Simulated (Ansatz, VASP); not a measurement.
Two plane-wave programs on BN

The input POSCAR:

```
BN
1.0
    2.7590059582      0.0472364442     -0.1124309768
   -1.3385950184      2.0126486050     -0.0834311274
   -0.1860770067     -0.2668741512      3.9550596388
B N
2 2
Direct
    0.6866885993      0.2911493632      1.0112358564
    0.2720165505      0.6254060994      0.4739870022
    0.6255282072      0.3483681607      0.6598605794
    0.4157666429      0.7350763767      0.1049165621
```

Contents of INCAR.step1:

```
SYSTEM = BN
  PREC = Accurate
  ENCUT = 520
  ISMEAR = 0
  SIGMA = 0.05
  LREAL = .False.
  LASPH = .True.
  NELM = 80
  NBANDS = 16
  GGA = PE
  ALGO = Normal
  EDIFF = 1E-4
  LWAVE = .True.
  LCHARG = .False.
```

File INCAR.step2:

```
SYSTEM = BN
  PREC = Accurate
  ENCUT = 520
  EDIFF = 1E-7
  ISMEAR = 0
  SIGMA = 0.05
  LREAL = .False.
  LASPH = .True.
  NELM = 80
  ALGO = Normal
  ISIF = 2
  LWAVE = .False.
  LCHARG = .False.
  METAGGA = R2SCAN
  LMIXTAU = .True.
  NBANDS = 16
  ISTART = 1
```

Contents of KPOINTS:

```
regular mesh
0
Gamma
  12 12 6
  0 0 0
```

Input for Ansatz:

```yaml
crystal:
  lattice:
    - [2.7590059582, 0.0472364442, -0.1124309768]
    - [-1.3385950184, 2.012648605, -0.0834311274]
    - [-0.1860770067, -0.2668741512, 3.9550596388]
  atoms:
    - { symbol: B, position: [0.6866885993, 0.2911493632, 1.0112358564] }
    - { symbol: B, position: [0.2720165505, 0.6254060994, 0.4739870022] }
    - { symbol: "N", position: [0.6255282072, 0.3483681607, 0.6598605794] }
    - { symbol: "N", position: [0.4157666429, 0.7350763767, 0.1049165621] }
basis:
  ecutwfc: 500
kpoints:
  mp_grid: { grid: [12, 12, 6] }
hamiltonian:
  xc: r2scan
scf:
  occupations: { method: gaussian, width: 0.05 }
output:
  forces: true
  stress: true
  eigenvalues: true
```

Change from the starting cell: all atoms moved at random (sigma 0.15 Å a component), cell strained at random (sigma 0.03).

Alike in both runs: task single point; functional r2SCAN; k mesh 12 × 12 × 6; occupations gaussian, width 0.05 eV; no spin polarisation.

|  | VASP | Ansatz |
| --- | --- | --- |
| version | VASP 6.6.1 | Ansatz 0.2.0 |
| potentials or method | VASP PAW PBE potentials, release 64 (B, N), cutoff 520 eV | scalar-relativistic, plane waves, PAW |
| valence electrons in the cell | 16 | 16 |

```csv
,VASP,Ansatz,Ansatz less VASP
gap on the k mesh at the Fermi level (eV),2.75,2.75,+0.006
least direct gap on the mesh (eV),4.32,4.31,-0.004
pressure (GPa),65.6,64.5,-1.11
"traceless stress, the component that is largest in VASP (GPa)",-99.10,-98.71,+0.386
rms of the force components (eV/Å),6.647,6.652,+0.0051
```

VASP's potentials were made for PBE, not for r2SCAN. Atom by atom the forces differ by 0.023 eV/Å (rms over components). Both programs put the cell under a high pressure, so it lies far from rest at this level. With one functional, cell and mesh, what is left measures potentials, basis and numerics.

Noted on VASP's run: the cell as given lies far from equilibrium.
